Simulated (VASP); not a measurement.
# GaAs (I-4m2) in VASP: further runs

Runs on GaAs. Level: LDA. Tasks: single point.

Program: VASP 6.6.1. These are calculated values, not measurements. Logs are shortened: lines on timing, memory, paths and dates and some standing lists are left out, and cuts for length are marked.

## (1) The cell of the first run

It takes space group I-4m2 (No. 119, tetragonal). Conventional cell: a = 3.922 Å, b = 3.922 Å, c = 5.653 Å, α = 90.00°, β = 90.00°, γ = 90.00°. Ga (site symmetry -4m2) has 4 As at 2.42 Å within 3.2 Å. Within 3.2 Å of As (site symmetry -4m2) lie 4 Ga at 2.42 Å.

## (2) Single point, LDA (film at in-plane strain -0.01)

Input file INCAR:

```
PREC = Accurate
ENCUT = 520
EDIFF = 1E-7
ISMEAR = 0
SIGMA = 0.01
LREAL = F
LASPH = T
NELM = 80
ALGO = Normal
ISIF = 2
LWAVE = F
LCHARG = T
GGA = CA
LELF = T
LVHAR = T
NBANDS = 16
```

Input file KPOINTS:

```
Automatic mesh
0
Gamma
  8 8 8
```

Input file POSCAR:

```
GaAs
1.0
    2.7734325414      2.7734325414      0.0000000000
   -2.7734325414      2.7734325414      0.0000000000
    0.0000000000      2.7734325414      2.8262946277
Ga As
1 1
Direct
    0.0000000000      0.0000000000      0.0000000000
    0.7500000000      0.2500000000      0.5000000000
```

Potentials or basis: VASP PAW LDA potentials, release 64 (Ga_d, As).

The run is started by

```console
> cat potpaw_LDA.64/Ga_d/POTCAR potpaw_LDA.64/As/POTCAR > POTCAR
> mpirun -np 1 vasp_std > vasp.out
```

OUTCAR:

```text
PREC = Accurate
   ENCUT = 520
   EDIFF = 1E-7
   ISMEAR = 0
   LREAL = F
   LASPH = T
   NELM = 80
   ISIF = 2
   GGA = CA

 ion  position               nearest neighbor table
   1  0.000  0.000  0.000-   2 2.42   2 2.42   2 2.42   2 2.42
   2  0.750  0.250  0.500-   1 2.42   1 2.42   1 2.42   1 2.42

  LATTYP: Found a body centered tetragonal cell.
 ALAT       =     3.9222259144
 C/A-ratio  =     1.4411687085

  Lattice vectors:

 A1 = (   2.7734325414,   0.0000000000,  -2.8262946277)
 A2 = (  -2.7734325414,   0.0000000000,  -2.8262946277)
 A3 = (   0.0000000000,   2.7734325414,   2.8262946277)

Analysis of symmetry for initial positions (statically):
=====================================================================
 Subroutine PRICEL returns:
 Original cell was already a primitive cell.

 Routine SETGRP: Setting up the symmetry group for a
 body centered tetragonal supercell.

 Subroutine GETGRP returns: Found  8 space group operations
 (whereof  8 operations were pure point group operations)
 out of a pool of 16 trial point group operations.

The static configuration has the point symmetry D_2d.

Analysis of symmetry for dynamics (positions and initial velocities):
=====================================================================
 Subroutine PRICEL returns:
 Original cell was already a primitive cell.

 Routine SETGRP: Setting up the symmetry group for a
 body centered tetragonal supercell.

 Subroutine GETGRP returns: Found  8 space group operations
 (whereof  8 operations were pure point group operations)
 out of a pool of 16 trial point group operations.

The dynamic configuration has the point symmetry D_2d.

 Subroutine INISYM returns: Found  8 space group operations
 (whereof  8 operations are pure point group operations),
 and found     1 'primitive' translations

----------------------------------------------------------------------------------------

                                     Primitive cell

  volume of cell :      43.4793

  direct lattice vectors                    reciprocal lattice vectors
     2.773432541  2.773432541  0.000000000     0.180282012  0.180282012 -0.176910077
    -2.773432541  2.773432541  0.000000000    -0.180282012  0.180282012 -0.176910077
     0.000000000  2.773432541  2.826294628     0.000000000  0.000000000  0.353820154

  length of vectors
     3.922225914  3.922225914  3.959781482     0.310323031  0.310323031  0.353820154

  position of ions in fractional coordinates (direct lattice)
     0.000000000  0.000000000  0.000000000
     0.750000000  0.250000000  0.500000000

  ion indices of the primitive-cell ions
   primitive index   ion index
                 1           1
                 2           2

----------------------------------------------------------------------------------------

 KPOINTS: Automatic mesh

Automatic generation of k-mesh.
 Grid dimensions read from file:
 generate k-points for:    8    8    8

 Generating k-lattice:

  Cartesian coordinates                     Fractional coordinates (reciprocal lattice)
     0.022535252  0.022535252 -0.022113760     0.125000000  0.000000000  0.000000000
    -0.022535252  0.022535252 -0.022113760     0.000000000  0.125000000  0.000000000
     0.000000000  0.000000000  0.044227519     0.000000000  0.000000000  0.125000000

  Length of vectors
     0.038790379  0.038790379  0.044227519

  Shift w.r.t. Gamma in fractional coordinates (k-lattice)
     0.000000000  0.000000000  0.000000000

 Subroutine IBZKPT returns following result:
 ===========================================

 Found     59 irreducible k-points:

 Following reciprocal coordinates:
            Coordinates               Weight
  0.000000  0.000000  0.000000      1.000000
  0.125000  0.000000  0.000000      8.000000
  0.250000  0.000000  0.000000      8.000000
  0.375000  0.000000  0.000000      8.000000
  0.500000  0.000000  0.000000      4.000000
  0.125000  0.125000  0.000000      8.000000
[... 16 lines left out ...]
  0.250000  0.000000  0.125000      4.000000
  0.375000  0.000000  0.125000      8.000000
 [... further k-points ...]
   k-points           NKPTS =     59   k-points in BZ     NKDIM =     59   number of bands    NBANDS=     16
   number of dos      NEDOS =    301   number of ions     NIONS =      2
   total plane-waves  NPLWV =  27000
   dimension x,y,z NGX =    30 NGY =   30 NGZ =   30
   dimension x,y,z NGXF=    60 NGYF=   60 NGZF=   60
   ions per type =               1   1
   NGX,Y,Z   is equivalent  to a cutoff of  12.72, 12.72, 12.60 a.u.
   NGXF,Y,Z  is equivalent  to a cutoff of  25.43, 25.43, 25.19 a.u.
 SYSTEM =  unknown system
   PREC   = accura    normal or accurate (medium, high low for compatibility)
   ISTART =      0    job   : 0-new  1-cont  2-samecut
   ICHARG =      2    charge: 1-file 2-atom 10-const
   ISPIN  =      1    spin polarized calculation?
   LNONCOLLINEAR =      F non collinear calculations
   LSORBIT =      F    spin-orbit coupling
   LASPH  =      T    aspherical Exc in radial PAW
   ENCUT  =  520.0 eV  38.22 Ry    6.18 a.u.   7.29  7.29  7.36*2*pi/ulx,y,z
   NELM   =     80;   NELMIN=  2; NELMDL= -5     # of ELM steps
   EDIFF  = 0.1E-06   stopping-criterion for ELM
   LREAL  =      F    real-space projection
   EDIFFG = 0.1E-05   stopping-criterion for IOM
   NSW    =      0    number of steps for IOM
   IBRION =     -1    ionic relax: 0-MD 1-quasi-New 2-CG
   NFREE  =      0    steps in history (QN), initial steepest desc. (CG)
   ISIF   =      2    stress and relaxation
   ISYM   =      2    0-nonsym 1-usesym 2-fastsym
   POTIM  = 0.5000    time-step for ionic-motion
   TEBEG  =    0.0;   TEEND  =   0.0 temperature during run
   PSTRESS=    0.0 pullay stress
   NELECT =      18.0000    total number of electrons
   NUPDOWN=      -1.0000    fix difference up-down
   EMIN   =  10.00;   EMAX   =-10.00  energy-range for DOS
   EFERMI =   0.00;   METHOD = LEGACY
   ISMEAR =     0;   SIGMA  =   0.01  broadening in eV -4-tet -1-fermi 0-gaus
   EFERMI_NEDOS =   21; number of points for ismear=-14 and -15
   IALGO  =     38    algorithm
   IMIX   =      4    mixing-type and parameters
     AMIX     =   0.40;   BMIX     =  1.00
     AMIX_MAG =   1.60;   BMIX_MAG =  1.00
  volume/ion in A,a.u.               =      21.74       146.71
  Fermi-wavevector in a.u.,A,eV,Ry     =   1.220126  2.305704 20.255104  1.488708
  Thomas-Fermi vector in A             =   2.355355
   LORBIT       =      0    0 simple, 1 ext, 2 COOP (PROOUT), +10 PAW based schemes
   GGA     = CA    functional components
   LHFCALC =     F    Hartree Fock is set to
   AEXX    =    0.0000 exact exchange contribution
   IVDW    =     0    specifies the selected vdW correction
   LEPSILON=     F    determine dielectric tensor
   LRPA    =     F    only Hartree local field effects (RPA)
 non-spin polarized calculation
 Gauss-broadening in eV      SIGMA  =   0.01
  energy-cutoff  :      520.00
  volume of cell :       43.48
 maximum number of plane-waves:      1195
 NGX is ok and might be reduce to    30
   NGX = 15   NGY = 15   NGZ = 15

 number of electron      18.0000013 magnetization

 Free energy of the ion-electron system (eV)
  ---------------------------------------------------
  ext. energy  EPLUGINS =         0.00000000
  ---------------------------------------------------
  free energy    TOTEN  =        -9.63241347 eV

  energy without entropy =       -9.63241347  energy(sigma->0) =       -9.63241347

 E-fermi :   4.3129     XC(G=0): -10.0824

 val. band max:        4.2146036934   @ k =   0.0000   0.0000   0.0000
 cond. band min:       4.7963605749   @ k =   0.0000   0.0000   0.0000
 fundamental gap:      0.5817568815
 Fermi energy:         4.3128950882

 k-point     1 :       0.0000    0.0000    0.0000
  band No.  band energies     occupation
      1     -10.8319      2.00000
      2     -10.8274      2.00000
      3     -10.8274      2.00000
      4     -10.7422      2.00000
      5     -10.7403      2.00000
      6      -8.8693      2.00000
[... 8 lines left out ...]
     15      14.2414      0.00000
     16      14.6344      0.00000

 k-point     2 :       0.1250    0.0000    0.0000
  band No.  band energies     occupation
      1     -10.8446      2.00000
      2     -10.8262      2.00000
      3     -10.8235      2.00000
      4     -10.7426      2.00000
      5     -10.7404      2.00000
      6      -8.6765      2.00000
[... 8 lines left out ...]
     15      13.3531      0.00000
     16      13.6278      0.00000

 k-point     3 :       0.2500    0.0000    0.0000
  band No.  band energies     occupation
      1     -10.8779      2.00000
      2     -10.8177      2.00000
      3     -10.8149      2.00000
      4     -10.7425      2.00000
      5     -10.7394      2.00000
      6      -8.1372      2.00000
[... 8 lines left out ...]
     15      13.2548      0.00000
     16      13.2892      0.00000

 k-point     4 :       0.3750    0.0000    0.0000
  band No.  band energies     occupation
      1     -10.9074      2.00000
      2     -10.8109      2.00000
      3     -10.8081      2.00000
      4     -10.7405      2.00000
      5     -10.7366      2.00000
      6      -7.4074      2.00000
[... 8 lines left out ...]
     15      14.4170      0.00000
     16      14.5119      0.00000
[... 324 lines left out ...]
 k-point    22 :       0.0000    0.0000    0.1250
  band No.  band energies     occupation
      1     -10.8554      2.00000
      2     -10.8198      2.00000
      3     -10.8198      2.00000
      4     -10.7432      2.00000
      5     -10.7403      2.00000
      6      -8.6183      2.00000
[... 8 lines left out ...]
     15      12.9582      0.00000
     16      14.8841      0.00000

 k-point    23 :       0.2500    0.0000    0.1250
  band No.  band energies     occupation
      1     -10.8655      2.00000
      2     -10.8190      2.00000
      3     -10.8189      2.00000
      4     -10.7452      2.00000
      5     -10.7386      2.00000
      6      -8.3625      2.00000
[... 8 lines left out ...]
     15      13.4297      0.00000
     16      13.9613      0.00000

 k-point    24 :       0.3750    0.0000    0.1250
  band No.  band energies     occupation
      1     -10.8954      2.00000
      2     -10.8108      2.00000
      3     -10.8099      2.00000
      4     -10.7455      2.00000
      5     -10.7372      2.00000
      6      -7.7435      2.00000
[... 8 lines left out ...]
     15      13.8451      0.00000
     16      15.4108      0.00000

 [... further k-points ...]
[... 5 lines left out ...]
  --------------------------------------------------------------------------------------
  -------------------------------------------------------------------------------------
  Total        0.4342281      0.4342281      0.0934956      0.0000000      0.0000000      0.0000000
  in kB       16.0009536     16.0009536      3.4452377      0.0000000      0.0000000      0.0000000
  external PRESSURE =      11.8157150 kB  Pullay stress =       0.0000000 kB

 VOLUME and BASIS-vectors are now :
 -----------------------------------------------------------------------------
  energy-cutoff  :      520.00
  volume of cell :       43.48
      direct lattice vectors                 reciprocal lattice vectors
     2.773432541  2.773432541  0.000000000     0.180282012  0.180282012 -0.176910077
    -2.773432541  2.773432541  0.000000000    -0.180282012  0.180282012 -0.176910077
     0.000000000  2.773432541  2.826294628     0.000000000  0.000000000  0.353820154

 POSITION                                       TOTAL-FORCE (eV/Angst)
 -----------------------------------------------------------------------------------
      0.00000      0.00000      0.00000         0.000000      0.000000      0.000000
      1.38672      4.16015      1.41315        -0.000000     -0.000000      0.000000
 -----------------------------------------------------------------------------------
    total drift:                                0.000001     -0.000000     -0.000000

  FREE ENERGIE OF THE ION-ELECTRON SYSTEM (eV)
  ---------------------------------------------------
  free  energy   TOTEN  =        -9.6324134660 eV

  energy  without entropy=       -9.6324134660  energy(sigma->0) =       -9.63241347
```

Wall time 24 s (1 thread of AMD EPYC 9R45 (Zen 5), shared host); peak memory 0.15 GiB.

What came out:

| Quantity | Value |
| --- | --- |
| Free energy | -9.6324 eV |
| Pressure | 1.2 GPa |
| Band gap on the k mesh | 0.58 eV, direct |

Caveat: the cell differs from its parent crystal (film at in-plane strain -0.01).

## (3) Single point, LDA (in-plane strain -0.005, then relaxed in part)

Input file INCAR:

```
SYSTEM = GaAs
  ALGO = Normal
  EDIFF = 1E-7
  ENCUT = 520
  ISIF = 2
  ISMEAR = 0
  LASPH = .True.
  LCHARG = .False.
  LREAL = .False.
  LWAVE = .False.
  NBANDS = 16
  NELM = 60
  PREC = Accurate
  SIGMA = 0.01
```

Input file KPOINTS:

```
k-points
0
Gamma
  8 8 8
  0 0 0
```

Input file POSCAR:

```
GaAs
1.0
    2.7874397765      2.7874397765      0.0000000000
   -2.7874397765      2.7874397765      0.0000000000
    0.0000000000      2.7874397765      2.8131560868
Ga As
1 1
Direct
    0.0000000000      0.0000000000      0.0000000000
    0.7500000000      0.2500000000      0.5000000000
```

Potentials or basis: VASP PAW LDA potentials, release 64 (Ga_d, As).

The run is started by

```console
> cat potpaw_LDA.64/Ga_d/POTCAR potpaw_LDA.64/As/POTCAR > POTCAR
> mpirun -np 1 vasp_std > vasp.out
```

Run time: 23 s. Hardware: 1 thread of AMD EPYC 9R45 (Zen 5), shared host; peak memory 0.14 GiB.

The run converged. Its results:

```yaml
Free_energy: -9.6355 eV
Pressure: 0.8 GPa
Band_gap_on_the_k_mesh: 0.56 eV, direct
```

Stress tensor (GPa, compression positive):
```
0.96 0.00 0.00
0.00 0.96 0.00
0.00 0.00 0.36
```

Levels at points of the mesh, in eV from the valence-band top:
| k point | band 6 | band 7 | band 8 | band 9 | band 10 | band 11 | band 12 | band 13 |
| --- | --- | --- | --- | --- | --- | --- | --- | --- |
| (0.00, 0.00, 0.00) | -13.02 | -0.05 | 0.00 | 0.00 | 0.56 | 3.65 | 3.65 | 3.68 |
| (0.50, 0.00, 0.00) | -11.16 | -6.89 | -1.25 | -1.18 | 0.94 | 4.54 | 4.61 | 7.58 |
| (0.50, 0.50, 0.00) | -10.36 | -7.03 | -2.85 | -2.84 | 1.24 | 1.48 | 10.25 | 10.31 |
| (0.00, 0.00, 0.50) | -10.40 | -7.09 | -2.78 | -2.78 | 1.30 | 1.57 | 10.28 | 10.28 |

Caveat: the cell differs from its parent crystal (in-plane strain -0.005, then relaxed in part).

## (4) Single point, LDA (in-plane strain -0.005)

Input file INCAR:

```
PREC     = Accurate       # precision mode
ENCUT    = 520            # plane-wave cutoff, eV
EDIFF    = 1E-7           # SCF threshold, eV
ISMEAR   = 0              # smearing method
SIGMA    = 0.01           # smearing width, eV
LREAL    = F              # projectors in reciprocal space
LASPH    = T              # aspherical terms in the spheres
NELM     = 100            # most SCF steps
ALGO     = Normal         # electronic algorithm
ISIF     = 2              # what is computed and relaxed
LWAVE    = F              # write WAVECAR
LCHARG   = F              # write CHGCAR
GGA      = CA             # functional
NBANDS   = 16             # bands
```

Input file KPOINTS:

```
regular mesh
0
Gamma
  8 8 8
```

POSCAR: that of step 3 with these lines changed.

```diff
@@ -4,3 +4,3 @@
    -2.7874397765      2.7874397765      0.0000000000
-    0.0000000000      2.7874397765      2.8131560868
+    0.0000000000      2.7874397765      2.8098513526
 Ga As
```

The run is started by

```console
> cat potpaw_LDA.64/Ga_d/POTCAR potpaw_LDA.64/As/POTCAR > POTCAR
> mpirun -np 1 vasp_std > vasp.out
```

It took 24 s on 1 thread of AMD EPYC 9R45 (Zen 5), shared host; peak memory 0.15 GiB.

It converged, with:

| Item | Value |
| --- | --- |
| Free energy | -9.6353 eV |
| Pressure | 0.9 GPa |
| Band gap on the k mesh | 0.57 eV, direct |

Stress tensor (GPa, compression positive):
```
1.02 0.00 0.00
0.00 1.02 0.00
0.00 0.00 0.50
```

Levels at points of the mesh, in eV from the valence-band top:
```tsv
k point	band 6	band 7	band 8	band 9	band 10	band 11	band 12	band 13
(0.00, 0.00, 0.00)	-13.03	-0.05	0.00	0.00	0.57	3.66	3.66	3.68
(0.50, 0.00, 0.00)	-11.16	-6.90	-1.25	-1.18	0.94	4.55	4.60	7.58
(0.50, 0.50, 0.00)	-10.36	-7.04	-2.85	-2.84	1.25	1.49	10.27	10.32
(0.00, 0.00, 0.50)	-10.39	-7.09	-2.79	-2.79	1.30	1.57	10.30	10.30
```

Caveat: the cell differs from its parent crystal (in-plane strain -0.005). A k mesh can miss the band edges.

## (5) Single point, LDA (film at in-plane strain -0.005)

Input file INCAR:

```
  PREC = Accurate
  ENCUT = 520
  EDIFF = 1E-6
  ISMEAR = 0
  SIGMA = 0.01
  LREAL = F
  LASPH = T
  NELM = 80
  ALGO = Normal
  ISIF = 2
  LWAVE = F
  LCHARG = T
  LELF = T
  LVHAR = T
  NBANDS = 16
```

Input file KPOINTS:

```
Automatic mesh
0
Gamma
  8 8 8
```

POSCAR: that of step 4 with these lines changed.

```diff
@@ -4,3 +4,3 @@
    -2.7874397765      2.7874397765      0.0000000000
-    0.0000000000      2.7874397765      2.8098513526
+    0.0000000000      2.7874397765      2.8131560868
 Ga As
```

The run is started by

```console
> cat potpaw_LDA.64/Ga_d/POTCAR potpaw_LDA.64/As/POTCAR > POTCAR
> mpirun -np 1 vasp_std > vasp.out
```

Wall time 24 s (1 thread of AMD EPYC 9R45 (Zen 5), shared host); peak memory 0.15 GiB.

It converged, with:

| Item | Value |
| --- | --- |
| Free energy | -9.6355 eV |
| Pressure | 0.8 GPa |
| Band gap on the k mesh | 0.56 eV, direct |

Stress tensor (GPa, compression positive):
```
0.96 0.00 0.00
0.00 0.96 0.00
0.00 0.00 0.36
```

Levels at points of the mesh, in eV from the valence-band top:
| k point | band 7 | band 8 | band 9 | band 10 | band 11 | band 12 |
| --- | --- | --- | --- | --- | --- | --- |
| (0.00, 0.00, 0.00) | -0.05 | 0.00 | 0.00 | 0.56 | 3.65 | 3.65 |
| (0.50, 0.00, 0.00) | -6.89 | -1.25 | -1.18 | 0.94 | 4.54 | 4.61 |
| (0.50, 0.50, 0.00) | -7.03 | -2.85 | -2.84 | 1.24 | 1.49 | 10.25 |
| (0.00, 0.00, 0.50) | -7.09 | -2.78 | -2.78 | 1.30 | 1.57 | 10.28 |

Caveat: the cell differs from its parent crystal (film at in-plane strain -0.005).

(Part 1 of 2 ends here.)
